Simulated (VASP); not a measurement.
## Ti2AlB2: single point with r2SCAN

The system is Ti2AlB2.

```
Ti Al B
1.0
     5.83534    0.00000    0.00000
     0.00000    5.83534    0.00000
     0.00000    0.00000    3.15512
Ti Al B
4 2 4
Direct
  0.18000 0.68000 0.50000
  0.32000 0.18000 0.50000
  0.82000 0.32000 0.50000
  0.68000 0.82000 0.50000
  0.00000 0.00000 0.00000
  0.50000 0.50000 0.00000
  0.38900 0.88900 0.00000
  0.11100 0.38900 0.00000
  0.61100 0.11100 0.00000
  0.88900 0.61100 0.00000
```

```yaml
Program: VASP 6.6.1
Task: single point
Functional: r2SCAN
Potentials_or_basis: VASP PAW PBE potentials, release 64 (Ti_sv, Al, B)
Cutoff: 550 eV
k_mesh: 3 × 3 × 6
Occupations: gaussian, width 0.2017 eV
Spin: no spin polarisation
```

```yaml
Pressure: 7.5 GPa
Largest_force: 0.780 eV/Å
Band_gap_on_the_k_mesh: zero (bands 33 and 34 overlap by 0.72 eV)
```

Forces in eV/Å, atoms in the order of the input:
```
Ti  -0.439 -0.439  0.000
Ti   0.439 -0.439  0.000
Ti   0.439  0.439  0.000
Ti  -0.439  0.439  0.000
Al   0.000  0.000  0.000
Al   0.000  0.000  0.000
B    0.551  0.551  0.000
B   -0.551  0.551  0.000
B   -0.551 -0.551  0.000
B    0.551 -0.551  0.000
```

Stress tensor (GPa, compression positive):
```
 0.26  0.00  0.00
 0.00  0.26  0.00
 0.00  0.00 21.88
```

Levels at points of the mesh, in eV from the Fermi level:
```csv
k point,band 30,band 31,band 32,band 33,band 34,band 35
"(0.00, 0.00, 0.00)",-0.98,-0.59,-0.59,-0.19,-0.13,0.11
"(0.00, 0.00, 0.50)",-2.88,-2.44,-0.35,0.12,0.12,0.22
```

Wall time 4.9 min on 1 thread of AMD EPYC 7R43 64-Core Processor (Zen 3) (shared host), peak memory 0.23 GiB.

Caveat: the cell stands under pressure; the PAW data sets were made with another functional, which shifts forces and pressure a little.
